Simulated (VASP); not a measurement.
## TePt: single point with PBEsol

Crystal: TePt.

```
Te Pt
1.0
     3.94656    0.00000    0.00000
    -1.97328    3.41782    0.00000
     0.00000    0.00000    5.01032
Te Pt
2 2
Direct
  0.33333 0.66667 0.25000
  0.66667 0.33333 0.75000
  0.00000 0.00000 0.00000
  0.00000 0.00000 0.50000
```

This cell differs from its parent crystal: strain -0.040 along x and y, -0.080 along z.

| Quantity | Value |
| --- | --- |
| Program | VASP 6.6.1 |
| Task | single point |
| Functional | PBEsol |
| Potentials or basis | VASP PAW PBE potentials, release 64 (Te, Pt) |
| Cutoff | 520 eV |
| k mesh | 12 × 12 × 10 |
| Occupations | gaussian, width 0.15 eV |
| Spin | no spin polarisation |
| Dipole correction | no |
| Further INCAR settings | ALGO = Normal; EDIFF = 1e-06; NBANDS = 24 |

* Pressure: 59.7 GPa
* Band gap on the k mesh: zero (bands 16 and 17 overlap by 1.87 eV)

Stress tensor (GPa, compression positive):
```
55.02  0.00  0.00
 0.00 55.02  0.00
 0.00  0.00 69.11
```

Levels at points of the mesh, in eV from the Fermi level:
```csv
k point,band 14,band 15,band 16,band 17,band 18,band 19
"(0.00, 0.00, 0.00)",-2.33,0.36,0.59,1.30,2.80,2.80
"(0.50, 0.00, 0.00)",-2.78,-2.53,-1.62,2.09,3.38,3.39
"(0.00, 0.00, 0.50)",-2.98,1.25,1.25,1.25,1.25,4.35
"(0.50, 0.00, 0.50)",-4.38,-0.99,-0.99,0.84,0.84,3.11
```

Run time: 2.1 min on 1 thread of Intel(R) Xeon(R) Platinum 8488C (Sapphire Rapids), with other jobs on the host, peak memory 0.3 GiB.

Caveat: the cell differs from its parent crystal (strain -0.040 along x and y, -0.080 along z); the cell stands under pressure; the PAW data sets were made with another functional, which shifts forces and pressure a little; spin-orbit coupling is left out, which moves the levels of the heavy elements.
